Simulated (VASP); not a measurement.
# Si (I4_1/amd) in VASP: notebook

Si is run at these levels: LDA; tasks: electric field gradients.

Everything below comes from runs of VASP 6.6.1. Logs are shortened: lines on timing, memory, paths and dates and some standing lists are left out, and cuts for length are marked.

## 1. The cell of the first run

Symmetry: I4_1/amd, No. 141, tetragonal system. Conventional cell: a = 3.879 Å, b = 3.879 Å, c = 5.431 Å, α = 90.00°, β = 90.00°, γ = 90.00°. Within 3.1 Å of Si (site symmetry -4m2) lie 4 Si at 2.37 Å.

## 2. Electric field gradients, LDA (equal xx and yy strain of +1 %)

Input file INCAR:

```
  ALGO = Normal
  EDIFF = 1E-8
  ENCUT = 520
  GGA = CA
  ISIF = 2
  ISMEAR = -1
  LASPH = True
  LCHARG = False
  LEFG = True
  LREAL = False
  LWAVE = False
  NBANDS = 11
  NELM = 80
  PREC = Accurate
  SIGMA = 0.08
```

Input file KPOINTS:

```
k-points
0
Gamma
  12 12 12
```

Input file POSCAR:

```
Si
1.0
    0.0000000000      2.7426247000      2.7154700000
    2.7426247000      0.0000000000      2.7154700000
    2.7426247000      2.7426247000      0.0000000000
Si
2
Direct
    0.5000000000      0.5000000000      0.5000000000
    0.7500000000      0.7500000000      0.7500000000
```

Potentials or basis: VASP PAW LDA potentials, release 64 (Si).

Command:

```console
$ cat potpaw_LDA.64/Si/POTCAR > POTCAR
$ mpirun -np 1 vasp_std > vasp.out
```

OUTCAR:

```text
EDIFF = 1E-8
   ENCUT = 520
   GGA = CA
   ISIF = 2
   ISMEAR = -1
   LASPH = True
   LREAL = False
   NELM = 80
   PREC = Accurate

 ion  position               nearest neighbor table
   1  0.500  0.500  0.500-   2 2.37   2 2.37   2 2.37   2 2.37
   2  0.750  0.750  0.750-   1 2.37   1 2.37   1 2.37   1 2.37

  LATTYP: Found a body centered tetragonal cell.
 ALAT       =     3.8786570472
 C/A-ratio  =     1.4002114479

  Lattice vectors:

 A1 = (   0.0000000000,  -2.7426247000,  -2.7154700000)
 A2 = (   0.0000000000,   2.7426247000,  -2.7154700000)
 A3 = (   2.7426247000,   0.0000000000,   2.7154700000)

Analysis of symmetry for initial positions (statically):
=====================================================================
 Subroutine PRICEL returns:
 Original cell was already a primitive cell.

 Routine SETGRP: Setting up the symmetry group for a
 body centered tetragonal supercell.

 Subroutine GETGRP returns: Found 16 space group operations
 (whereof  8 operations were pure point group operations)
 out of a pool of 16 trial point group operations.

The static configuration has the point symmetry D_2d.
 The point group associated with its full space group is D_4h.

Analysis of symmetry for dynamics (positions and initial velocities):
=====================================================================
 Subroutine PRICEL returns:
 Original cell was already a primitive cell.

 Routine SETGRP: Setting up the symmetry group for a
 body centered tetragonal supercell.

 Subroutine GETGRP returns: Found 16 space group operations
 (whereof  8 operations were pure point group operations)
 out of a pool of 16 trial point group operations.

The dynamic configuration has the point symmetry D_2d.
 The point group associated with its full space group is D_4h.

 Subroutine INISYM returns: Found 16 space group operations
 (whereof  8 operations are pure point group operations),
 and found     1 'primitive' translations

----------------------------------------------------------------------------------------

                                     Primitive cell

  volume of cell :      40.8515

  direct lattice vectors                    reciprocal lattice vectors
     0.000000000  2.742624700  2.715470000    -0.182307116  0.182307116  0.184130187
     2.742624700  0.000000000  2.715470000     0.182307116 -0.182307116  0.184130187
     2.742624700  2.742624700  0.000000000     0.182307116  0.182307116 -0.184130187

  length of vectors
     3.859503539  3.859503539  3.878657047     0.316821235  0.316821235  0.316821235

  position of ions in fractional coordinates (direct lattice)
     0.500000000  0.500000000  0.500000000
     0.750000000  0.750000000  0.750000000

  ion indices of the primitive-cell ions
   primitive index   ion index
                 1           1
                 2           2

----------------------------------------------------------------------------------------

 KPOINTS: k-points

Automatic generation of k-mesh.
 Grid dimensions read from file:
 generate k-points for:   12   12   12

 Generating k-lattice:

  Cartesian coordinates                     Fractional coordinates (reciprocal lattice)
    -0.015192260  0.015192260  0.015344182     0.083333333  0.000000000  0.000000000
     0.015192260 -0.015192260  0.015344182     0.000000000  0.083333333  0.000000000
     0.015192260  0.015192260 -0.015344182     0.000000000  0.000000000  0.083333333

  Length of vectors
     0.026401770  0.026401770  0.026401770

  Shift w.r.t. Gamma in fractional coordinates (k-lattice)
     0.000000000  0.000000000  0.000000000

 Subroutine IBZKPT returns following result:
 ===========================================

 Found    163 irreducible k-points:

 Following reciprocal coordinates:
            Coordinates               Weight
  0.000000  0.000000  0.000000      1.000000
  0.083333 -0.000000  0.000000      8.000000
  0.166667 -0.000000  0.000000      8.000000
  0.250000  0.000000  0.000000      8.000000
  0.333333 -0.000000  0.000000      8.000000
  0.416667 -0.000000  0.000000      8.000000
[... 16 lines left out ...]
  0.500000  0.166667  0.000000      8.000000
 -0.416667  0.166667  0.000000      8.000000
 [... further k-points ...]
   k-points           NKPTS =    163   k-points in BZ     NKDIM =    163   number of bands    NBANDS=     11
   number of dos      NEDOS =    301   number of ions     NIONS =      2
   total plane-waves  NPLWV =  27000
   dimension x,y,z NGX =    30 NGY =   30 NGZ =   30
   dimension x,y,z NGXF=    60 NGYF=   60 NGZF=   60
   ions per type =               2
   NGX,Y,Z   is equivalent  to a cutoff of  12.92, 12.92, 12.86 a.u.
   NGXF,Y,Z  is equivalent  to a cutoff of  25.84, 25.84, 25.72 a.u.
 SYSTEM =  unknown system
   PREC   = accura    normal or accurate (medium, high low for compatibility)
   ISTART =      0    job   : 0-new  1-cont  2-samecut
   ICHARG =      2    charge: 1-file 2-atom 10-const
   ISPIN  =      1    spin polarized calculation?
   LNONCOLLINEAR =      F non collinear calculations
   LSORBIT =      F    spin-orbit coupling
   LASPH  =      T    aspherical Exc in radial PAW
   ENCUT  =  520.0 eV  38.22 Ry    6.18 a.u.   7.18  7.18  7.21*2*pi/ulx,y,z
   NELM   =     80;   NELMIN=  2; NELMDL= -5     # of ELM steps
   EDIFF  = 0.1E-07   stopping-criterion for ELM
   LREAL  =      F    real-space projection
   EDIFFG = 0.1E-06   stopping-criterion for IOM
   NSW    =      0    number of steps for IOM
   IBRION =     -1    ionic relax: 0-MD 1-quasi-New 2-CG
   NFREE  =      0    steps in history (QN), initial steepest desc. (CG)
   ISIF   =      2    stress and relaxation
   ISYM   =      2    0-nonsym 1-usesym 2-fastsym
   POTIM  = 0.5000    time-step for ionic-motion
   TEBEG  =    0.0;   TEEND  =   0.0 temperature during run
   PSTRESS=    0.0 pullay stress
   NELECT =       8.0000    total number of electrons
   NUPDOWN=      -1.0000    fix difference up-down
   EMIN   =  10.00;   EMAX   =-10.00  energy-range for DOS
   EFERMI =   0.00;   METHOD = LEGACY
   ISMEAR =    -1;   SIGMA  =   0.08  broadening in eV -4-tet -1-fermi 0-gaus
   EFERMI_NEDOS =   21; number of points for ismear=-14 and -15
   IALGO  =     38    algorithm
   IMIX   =      4    mixing-type and parameters
     AMIX     =   0.40;   BMIX     =  1.00
     AMIX_MAG =   1.60;   BMIX_MAG =  1.00
  volume/ion in A,a.u.               =      20.43       137.84
  Fermi-wavevector in a.u.,A,eV,Ry     =   0.950683  1.796530 12.296912  0.903798
  Thomas-Fermi vector in A             =   2.079082
   LORBIT       =      0    0 simple, 1 ext, 2 COOP (PROOUT), +10 PAW based schemes
   GGA     = CA    functional components
   LHFCALC =     F    Hartree Fock is set to
   AEXX    =    0.0000 exact exchange contribution
   IVDW    =     0    specifies the selected vdW correction
   LEPSILON=     F    determine dielectric tensor
   LRPA    =     F    only Hartree local field effects (RPA)
 non-spin polarized calculation
  energy-cutoff  :      520.00
  volume of cell :       40.85
 maximum number of plane-waves:      1117
 NGX is ok and might be reduce to    30
   NGX = 15   NGY = 15   NGZ = 15

 number of electron       8.0000001 magnetization

 Free energy of the ion-electron system (eV)
  ---------------------------------------------------
  ext. energy  EPLUGINS =         0.00000000
  ---------------------------------------------------
  free energy    TOTEN  =       -11.90458398 eV

  energy without entropy =      -11.90415376  energy(sigma->0) =      -11.90436887

 E-fermi :   5.8092     XC(G=0):  -9.5309

 val. band max:        5.6124247408   @ k =   0.0000   0.0000   0.0000
 cond. band min:       6.0112036150   @ k =   0.4167   0.4167   0.0000
 fundamental gap:      0.3987788742
 Fermi energy:         5.8091986643

 k-point     1 :       0.0000    0.0000    0.0000
  band No.  band energies     occupation
      1      -6.2547      2.00000
      2       5.5444      1.92957
      3       5.5444      1.92957
      4       5.6124      1.84253
      5       8.0587      0.00000
      6       8.0948      0.00000
      7       8.0948      0.00000
      8       8.5472      0.00000
      9      13.1604      0.00000
     10      13.1950      0.00000
     11      13.3715      0.00000
[... 309 lines left out ...]
 k-point    24 :      -0.4167    0.1667    0.0000
  band No.  band energies     occupation
      1      -3.6986      2.00000
      2      -1.1263      2.00000
      3       2.6462      2.00000
      4       3.9543      2.00000
      5       7.5967      0.00000
      6       9.5523      0.00000
      7       9.8725      0.00000
      8      13.2744      0.00000
      9      13.9142      0.00000
     10      14.2713      0.00000
     11      16.5306      0.00000

 [... further k-points ...]
[... 5 lines left out ...]
  --------------------------------------------------------------------------------------
  -------------------------------------------------------------------------------------
  Total       -0.8912414     -0.8912414     -0.6533891      0.0000000     -0.0000000     -0.0000000
  in kB      -34.9541027    -34.9541027    -25.6256387      0.0000000     -0.0000000     -0.0000000
  external PRESSURE =     -31.8446147 kB  Pullay stress =       0.0000000 kB

 VOLUME and BASIS-vectors are now :
 -----------------------------------------------------------------------------
  energy-cutoff  :      520.00
  volume of cell :       40.85
      direct lattice vectors                 reciprocal lattice vectors
     0.000000000  2.742624700  2.715470000    -0.182307116  0.182307116  0.184130187
     2.742624700  0.000000000  2.715470000     0.182307116 -0.182307116  0.184130187
     2.742624700  2.742624700  0.000000000     0.182307116  0.182307116 -0.184130187

 POSITION                                       TOTAL-FORCE (eV/Angst)
 -----------------------------------------------------------------------------------
      2.74262      2.74262      2.71547         0.000000      0.000000     -0.000000
      4.11394      4.11394      4.07320        -0.000000     -0.000000      0.000000
 -----------------------------------------------------------------------------------
    total drift:                                0.000000     -0.000000     -0.000000

  FREE ENERGIE OF THE ION-ELECTRON SYSTEM (eV)
  ---------------------------------------------------
  free  energy   TOTEN  =       -11.9045839806 eV

  energy  without entropy=      -11.9041537590  energy(sigma->0) =      -11.90436887

 Electric field gradients (V/A^2)
---------------------------------------------------------------------
 ion       V_xx      V_yy      V_zz      V_xy      V_xz      V_yz
---------------------------------------------------------------------
   1      -0.052    -0.052     0.104     0.000     0.000     0.000
   2      -0.052    -0.052     0.104     0.000     0.000     0.000
---------------------------------------------------------------------

 Electric field gradients after diagonalization (V/A^2)
 (convention: |V_zz| > |V_xx| > |V_yy|)
----------------------------------------------------------------------
 ion       V_xx      V_yy      V_zz     asymmetry (V_yy - V_xx)/ V_zz
----------------------------------------------------------------------
   1      -0.052    -0.052     0.104       0.001
   2      -0.052    -0.052     0.104       0.001
----------------------------------------------------------------------

           NMR quadrupolar parameters

 Cq : quadrupolar parameter    Cq=e*Q*V_zz/h
 eta: asymmetry parameters     (V_yy - V_xx)/ V_zz
 Q  : nuclear electric quadrupole moment in mb (millibarn)
----------------------------------------------------------------------
 ion       Cq(MHz)       eta       Q (mb)
----------------------------------------------------------------------
   1       0.000       0.001       1.000
   2       0.000       0.001       1.000
----------------------------------------------------------------------
```

Run time: 52 s. Hardware: 1 thread of Intel Xeon Platinum 8375C at 2.90GHz (Ice Lake), shared host; peak memory 0.18 GiB.

Results:

* Free energy: -11.9046 eV
* Pressure: -3.2 GPa
* Band gap on the k mesh: 0.40 eV, indirect (least direct gap 2.45 eV)

Caveat: the cell differs from its parent crystal (equal xx and yy strain of +1 %); without QUAD_EFG the Cq values of the log hold for a quadrupole moment of 1 mb, not for the nuclei.

## 3. Electric field gradients, LDA (equal xx and yy strain of +1 %)

Input file INCAR:

```
SYSTEM = Si
PREC = Accurate
ENCUT = 520
EDIFF = 1E-8
ISMEAR = -1
SIGMA = 0.08
LREAL = .FALSE.
LASPH = .TRUE.
NELM = 80
ALGO = Normal
ISIF = 2
LWAVE = .FALSE.
LCHARG = .FALSE.
GGA = CA
LEFG = .TRUE.
NBANDS = 11
```

Input file KPOINTS:

```
Automatic mesh
0
G
  12 12 12
  0 0 0
```

POSCAR is that of step 2.

Potentials or basis: VASP PAW LDA potentials, release 64 (Si).

Command:

```console
$ cat potpaw_LDA.64/Si/POTCAR > POTCAR
$ mpirun -np 1 vasp_std > vasp.out
```

OUTCAR:

```text
SYSTEM = Si
   PREC = Accurate
   ENCUT = 520
   EDIFF = 1E-8
   ISMEAR = -1
   LREAL = .FALSE.
   LASPH = .TRUE.
   NELM = 80
   ISIF = 2
   GGA = CA

 ion  position               nearest neighbor table
   1  0.500  0.500  0.500-   2 2.37   2 2.37   2 2.37   2 2.37
   2  0.750  0.750  0.750-   1 2.37   1 2.37   1 2.37   1 2.37

  LATTYP: Found a body centered tetragonal cell.
 ALAT       =     3.8786570472
 C/A-ratio  =     1.4002114479

  Lattice vectors:

 A1 = (   0.0000000000,  -2.7426247000,  -2.7154700000)
 A2 = (   0.0000000000,   2.7426247000,  -2.7154700000)
 A3 = (   2.7426247000,   0.0000000000,   2.7154700000)

Analysis of symmetry for initial positions (statically):
=====================================================================
 Subroutine PRICEL returns:
 Original cell was already a primitive cell.

 Routine SETGRP: Setting up the symmetry group for a
 body centered tetragonal supercell.

 Subroutine GETGRP returns: Found 16 space group operations
 (whereof  8 operations were pure point group operations)
 out of a pool of 16 trial point group operations.

The static configuration has the point symmetry D_2d.
 The point group associated with its full space group is D_4h.

Analysis of symmetry for dynamics (positions and initial velocities):
=====================================================================
 Subroutine PRICEL returns:
 Original cell was already a primitive cell.

 Routine SETGRP: Setting up the symmetry group for a
 body centered tetragonal supercell.

 Subroutine GETGRP returns: Found 16 space group operations
 (whereof  8 operations were pure point group operations)
[... 166 lines left out ...]
      7       8.0948      0.00000
      8       8.5472      0.00000
      9      13.1604      0.00000
     10      13.1950      0.00000
     11      13.3715      0.00000
[... 309 lines left out ...]
 k-point    24 :      -0.4167    0.1667    0.0000
  band No.  band energies     occupation
      1      -3.6986      2.00000
      2      -1.1263      2.00000
      3       2.6462      2.00000
      4       3.9543      2.00000
      5       7.5967      0.00000
      6       9.5523      0.00000
      7       9.8725      0.00000
      8      13.2744      0.00000
      9      13.9142      0.00000
     10      14.2713      0.00000
     11      16.5306      0.00000

 [... further k-points ...]
[... 5 lines left out ...]
  --------------------------------------------------------------------------------------
  -------------------------------------------------------------------------------------
  Total       -0.8912414     -0.8912414     -0.6533891      0.0000000     -0.0000000     -0.0000000
  in kB      -34.9541027    -34.9541027    -25.6256387      0.0000000     -0.0000000     -0.0000000
  external PRESSURE =     -31.8446147 kB  Pullay stress =       0.0000000 kB

 VOLUME and BASIS-vectors are now :
 -----------------------------------------------------------------------------
  energy-cutoff  :      520.00
  volume of cell :       40.85
      direct lattice vectors                 reciprocal lattice vectors
     0.000000000  2.742624700  2.715470000    -0.182307116  0.182307116  0.184130187
     2.742624700  0.000000000  2.715470000     0.182307116 -0.182307116  0.184130187
     2.742624700  2.742624700  0.000000000     0.182307116  0.182307116 -0.184130187

 POSITION                                       TOTAL-FORCE (eV/Angst)
 -----------------------------------------------------------------------------------
      2.74262      2.74262      2.71547         0.000000      0.000000     -0.000000
      4.11394      4.11394      4.07320        -0.000000     -0.000000      0.000000
 -----------------------------------------------------------------------------------
    total drift:                                0.000000     -0.000000     -0.000000

  FREE ENERGIE OF THE ION-ELECTRON SYSTEM (eV)
  ---------------------------------------------------
  free  energy   TOTEN  =       -11.9045839806 eV

  energy  without entropy=      -11.9041537590  energy(sigma->0) =      -11.90436887

 Electric field gradients (V/A^2)
---------------------------------------------------------------------
 ion       V_xx      V_yy      V_zz      V_xy      V_xz      V_yz
---------------------------------------------------------------------
   1      -0.052    -0.052     0.104     0.000     0.000     0.000
   2      -0.052    -0.052     0.104     0.000     0.000     0.000
---------------------------------------------------------------------

 Electric field gradients after diagonalization (V/A^2)
 (convention: |V_zz| > |V_xx| > |V_yy|)
----------------------------------------------------------------------
 ion       V_xx      V_yy      V_zz     asymmetry (V_yy - V_xx)/ V_zz
----------------------------------------------------------------------
   1      -0.052    -0.052     0.104       0.001
   2      -0.052    -0.052     0.104       0.001
----------------------------------------------------------------------

           NMR quadrupolar parameters

 Cq : quadrupolar parameter    Cq=e*Q*V_zz/h
 eta: asymmetry parameters     (V_yy - V_xx)/ V_zz
 Q  : nuclear electric quadrupole moment in mb (millibarn)
----------------------------------------------------------------------
 ion       Cq(MHz)       eta       Q (mb)
----------------------------------------------------------------------
   1       0.000       0.001       1.000
   2       0.000       0.001       1.000
----------------------------------------------------------------------
```

Run time: 52 s. Hardware: 1 thread of Intel Xeon Platinum 8375C at 2.90GHz (Ice Lake), shared host; peak memory 0.18 GiB.

Results:

```yaml
Free_energy: -11.9046 eV
Pressure: -3.2 GPa
Band_gap_on_the_k_mesh: 0.40 eV, indirect (least direct gap 2.45 eV)
```

Levels at points of the mesh, in eV from the valence-band top:
```
           k point  band 1  band 2  band 3  band 4  band 5  band 6  band 7  band 8
(0.00, 0.00, 0.00)  -11.87   -0.07   -0.07    0.00    2.45    2.48    2.48    2.93
(0.50, 0.00, 0.00)   -9.58   -6.94   -1.27   -1.18    1.31    3.22    3.30    7.44
(0.50, 0.50, 0.00)   -7.76   -7.76   -2.90   -2.90    0.54    0.54    9.75    9.75
(0.50, 0.00, 0.50)   -7.81   -7.81   -2.82   -2.82    0.62    0.62    9.75    9.75
```

Caveat: the cell differs from its parent crystal (equal xx and yy strain of +1 %); without QUAD_EFG the Cq values of the log hold for a quadrupole moment of 1 mb, not for the nuclei.
